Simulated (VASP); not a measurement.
Write the native input for VASP 6.6.1 that does the following.

```
Task                   : single point
Functional             : r2SCAN
Potentials or basis    : VASP PAW PBE potentials, release 64 (Ta_pv)
Cutoff                 : 520 eV
k mesh                 : 11 × 11 × 5
Occupations            : fermi-dirac, width 0.05 eV
Spin                   : no spin polarisation
Dipole correction      : no
Further INCAR settings : ALGO = Normal; EDIFF = 1e-06; NBANDS = 18
```

Crystal: Ta.

```
Ta
1.0
     2.84116    0.00000    0.00000
    -1.42058    2.46052    0.00000
     0.00000    0.00000    5.06081
Ta
2
Direct
  0.33333 0.66667 0.25000
  0.66667 0.33333 0.75000
```

This isn't the form of Ta at room conditions, which is bcc.

The input as run:

POSCAR

```
Ta
1.0
    2.8411641924      0.0000000000      0.0000000000
   -1.4205820962      2.4605203670      0.0000000000
    0.0000000000      0.0000000000      5.0608102442
Ta
2
Direct
    0.3333333333      0.6666666667      0.2500000000
    0.6666666667      0.3333333333      0.7500000000
```

INCAR.step1

```
PREC     = Accurate       # precision mode
ENCUT    = 520            # plane-wave cutoff, eV
ISMEAR   = -1             # smearing method
SIGMA    = 0.05           # smearing width, eV
LREAL    = False          # projectors in reciprocal space
LASPH    = True           # aspherical terms in the spheres
NELM     = 100            # most SCF steps
NBANDS   = 18             # bands
GGA      = PE             # functional
ALGO     = Normal         # electronic algorithm
EDIFF    = 1E-4           # SCF threshold, eV
LWAVE    = True           # write WAVECAR
LCHARG   = False          # write CHGCAR
```

INCAR.step2

```
PREC     = Accurate       # precision mode
ENCUT    = 520            # plane-wave cutoff, eV
EDIFF    = 1E-6           # SCF threshold, eV
ISMEAR   = -1             # smearing method
SIGMA    = 0.05           # smearing width, eV
LREAL    = False          # projectors in reciprocal space
LASPH    = True           # aspherical terms in the spheres
NELM     = 100            # most SCF steps
ALGO     = Normal         # electronic algorithm
ISIF     = 2              # what is computed and relaxed
LWAVE    = False          # write WAVECAR
LCHARG   = True           # write CHGCAR
METAGGA  = R2SCAN         # meta-GGA
LMIXTAU  = True         
LELF     = True           # ELF
LVHAR    = True         
NBANDS   = 18             # bands
ISTART   = 1
```

KPOINTS

```
Automatic mesh
0
Gamma
  11 11 5
```

Potentials or basis: VASP PAW PBE potentials, release 64 (Ta_pv).

The run is started by

```sh
$ cat potpaw_PBE.64/Ta_pv/POTCAR > POTCAR
$ cp INCAR.step1 INCAR
$ mpirun -np 1 vasp_std > vasp.out
$ cp INCAR.step2 INCAR
$ mpirun -np 1 vasp_std > vasp.out
```

Results of the run:

| Item | Value |
| --- | --- |
| Pressure | 9.9 GPa |
| Band gap on the k mesh | zero (bands 11 and 12 overlap by 1.64 eV) |

Caveat: the cell stands under pressure; the PAW data sets were made with another functional, which shifts forces and pressure a little; spin-orbit coupling is left out, which moves the levels of the heavy elements.

Run time: 3.6 min on 1 thread of Intel Xeon 8259CL (shared host), peak memory 0.18 GiB.
